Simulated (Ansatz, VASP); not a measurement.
**ZnS: VASP beside Ansatz**

INCAR

```
SYSTEM = ZnS
PREC = Accurate
ENCUT = 600
EDIFF = 1E-6
ISMEAR = -1
SIGMA = 0.1
LREAL = .FALSE.
LASPH = .TRUE.
NELM = 60
ALGO = Normal
ISIF = 3
LWAVE = .FALSE.
LCHARG = .FALSE.
IBRION = 2
NSW = 100
EDIFFG = -0.002
```

KPOINTS

```
regular mesh
0
G
  10 10 10
  0 0 0
```

POSCAR

```
ZnS
1.0
    0.0000000000      2.7020000000      2.7020000000
    2.7020000000      0.0000000000      2.7020000000
    2.7020000000      2.7020000000      0.0000000000
Zn S
1 1
Direct
    0.7500000000      0.7500000000      0.7500000000
    0.0000000000      0.0000000000      0.0000000000
```

Input for Ansatz:

```yaml
crystal:
  lattice:
    - [0.0, 2.702, 2.702]
    - [2.702, 0.0, 2.702]
    - [2.702, 2.702, 0.0]
  atoms:
    - { symbol: Zn, position: [0.75, 0.75, 0.75] }
    - { symbol: S, position: [0.0, 0.0, 0.0] }
kpoints:
  mp_grid: { grid: [10, 10, 10] }
scf:
  occupations: { method: fermi_dirac, width: 0.1 }
hamiltonian:
  xc: lda
  pseudopotentials: { kind: paw }
relax:
  f_tol: 0.002
  max_steps: 80
  cell: {}
output:
  forces: true
  stress: true
```

Alike in both runs: task relaxation of cell and atoms; functional LDA; k mesh 10 × 10 × 10; occupations fermi-dirac, width 0.1 eV; no spin polarisation.

```csv
,VASP,Ansatz
version,VASP 6.6.1,Ansatz 0.2.0
potentials or method,"VASP PAW LDA potentials, release 64 (Zn, S)","PAW with Ansatz's default frozen-core files, scalar-relativistic"
plane-wave cutoff (eV),600,420
valence electrons in the cell,18,18
```

```csv
,VASP,Ansatz,Ansatz less VASP
relaxed volume (Å³/atom),18.63,18.58,-0.055
relaxed cell length with the largest relative difference (Å),3.749,3.745,-0.0037
```

LDA's correlation is that of Perdew and Zunger in VASP and of Perdew and Wang (1992) in Ansatz.
